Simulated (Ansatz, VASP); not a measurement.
# Two plane-wave programs on Bi

The input INCAR:

```
PREC = Accurate ; ENCUT = 520
EDIFF = 1E-6 ; ISMEAR = -1
SIGMA = 0.1 ; LREAL = F
LASPH = T ; NELM = 100
ALGO = Normal ; ISIF = 2
LWAVE = F ; LCHARG = F
NBANDS = 22
```

KPOINTS

```
regular mesh
0
Gamma
  9 9 9
```

POSCAR

```
Bi
1.0
    0.0000000000      3.6912946399      3.6912946399
    3.6912946399      0.0000000000      3.6912946399
    3.6912946399      3.6912946399      0.0000000000
Bi
2
Direct
    0.1250000000      0.1250000000      0.1250000000
    0.8750000000      0.8750000000      0.8750000000
```

Input for Ansatz:

```yaml
crystal:
  lattice:
    - [0.0, 3.6912946399, 3.6912946399]
    - [3.6912946399, 0.0, 3.6912946399]
    - [3.6912946399, 3.6912946399, 0.0]
  atoms:
    - { symbol: Bi, position: [0.125, 0.125, 0.125] }
    - { symbol: Bi, position: [0.875, 0.875, 0.875] }
hamiltonian:
  xc: lda
  pseudopotentials:
    kind: paw
    azcp:
      Bi: "pseudopotentials/Bi.paw.azcp"
basis:
  ecutwfc: 420
  fft_grid_basis: typed
kpoints:
  mp_grid: { grid: [9, 9, 9], shift: [0, 0, 0] }
magnetization:
  spin_polarized: false
scf:
  occupations: { method: fermi_dirac, width: 0.1 }
  lower_state_search: "off"
output:
  stress: true
```

Alike in both runs: task single point; functional LDA; k mesh 9 × 9 × 9; occupations fermi-dirac, width 0.1 eV; no spin polarisation.

|  | VASP | Ansatz |
| --- | --- | --- |
| version | VASP 6.6.1 | Ansatz 0.2.0 |
| potentials or method | VASP PAW LDA potentials, release 64 (Bi_d), cutoff 520 eV | plane waves (420 eV) with PAW, scalar-relativistic |
| valence electrons in the cell | 30 | 30 |

Ansatz gave:

* pressure (GPa): -3.2

Question: Estimate VASP's values.

Answer: Pressure (GPa): -3.1.

Ansatz warns that its potentials were made for another functional, while VASP's fit it. LDA's correlation is that of Perdew and Zunger in VASP and of Perdew and Wang (1992) in Ansatz.

Spin-orbit coupling is off throughout.
